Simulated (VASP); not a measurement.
# KF: single point with LDA

Crystal: KF.

```
CELL_PARAMETERS angstrom
0.10972 2.59577 2.59577
2.59577 0.10972 2.59577
2.59577 2.59577 0.10972
ATOMIC_POSITIONS crystal
K 0.00000 0.00000 0.00000
F 0.50000 0.50000 0.50000
```

```json
{
 "Program": "VASP 6.6.1",
 "Task": "single point",
 "Functional": "LDA",
 "Potentials or basis": "VASP PAW LDA potentials, release 64 (K_sv, F)",
 "Cutoff": "520 eV",
 "k mesh": "8 × 8 × 8",
 "Occupations": "gaussian, width 0.05 eV",
 "Spin": "no spin polarisation"
}
```

```yaml
Pressure: 2.6 GPa
Band_gap_on_the_k_mesh: 6.60 eV, direct
```

Stress tensor (GPa, compression positive):
```
 2.59 -0.59 -0.59
-0.59  2.59 -0.59
-0.59 -0.59  2.59
```

Levels at points of the mesh, in eV from the valence-band top:
| k point | band 4 | band 5 | band 6 | band 7 | band 8 | band 9 | band 10 | band 11 | band 12 | band 13 |
| --- | --- | --- | --- | --- | --- | --- | --- | --- | --- | --- |
| (0.00, 0.00, 0.00) | -8.62 | -8.62 | -0.06 | 0.00 | 0.00 | 6.60 | 10.38 | 11.09 | 11.09 | 12.85 |
| (0.50, 0.00, 0.00) | -8.71 | -8.69 | -1.08 | -0.64 | -0.51 | 9.39 | 11.43 | 12.36 | 13.03 | 15.15 |
| (0.50, 0.50, 0.00) | -9.05 | -8.96 | -0.13 | -0.04 | -0.01 | 7.92 | 10.93 | 12.63 | 14.29 | 15.11 |
| (0.50, 0.50, 0.50) | -8.64 | -8.64 | -1.05 | -0.44 | -0.44 | 9.20 | 11.16 | 12.54 | 12.54 | 15.25 |

Wall time 27 s on 1 thread of Intel(R) Xeon(R) Platinum 8259CL CPU @ 2.50GHz (Skylake/Cascade Lake), on a shared host, peak memory 0.16 GiB.

A k mesh can miss the band edges.
